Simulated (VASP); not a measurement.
Runs of VASP 6.6.1 on BN. The structure is that of space group P6_3/mmc (No. 194), or close to it. The cells are those of the table. 

```csv
task,cell,cutoff (eV),smearing,gap on the mesh (eV),pressure (GPa)
electric field gradients,"a = 2.506, b = 2.506, c = 6.614 Å, angles 90.0, 90.0, 120.0°, 4 atoms",520,gaussian 0.01 eV,4.27,0.1
single point,"a = 2.476, b = 2.476, c = 5.365 Å, angles 90.0, 90.0, 120.0°, 4 atoms",520,gaussian 0.01 eV,3.91,(a)
single point,"a = 2.506, b = 2.506, c = 6.614 Å, angles 90.0, 90.0, 120.0°, 4 atoms",520,gaussian 0.02 eV,4.27,0.1
single point,"a = 2.492, b = 2.492, c = 5.856 Å, angles 90.0, 90.0, 120.0°, 4 atoms",520,gaussian 0.01 eV,4.10,7.1
relaxation of cell and atoms,"relaxed to 18 GPa from a = 2.492, b = 2.492, c = 5.856 Å, angles 90.0, 90.0, 120.0°, 4 atoms",600,gaussian 0.01 eV,3.91,18.0
relaxation of cell and atoms,"relaxed to 7 GPa from a = 2.506, b = 2.506, c = 6.614 Å, angles 90.0, 90.0, 120.0°, 4 atoms",600,gaussian 0.01 eV,4.10,7.0
```

Alike in all rows: level PBE+D3(BJ); potentials or basis VASP PAW PBE potentials, release 64 (B, N); no spin polarisation.

**Question.** Fill in the values left out.

**Answer.** (a) 18.1.

Caveats: the cell stands under pressure (at least some runs); the cell is relaxed towards a set pressure, so the run minimises the enthalpy, not the energy (at least some runs).

A k mesh can miss the band edges.
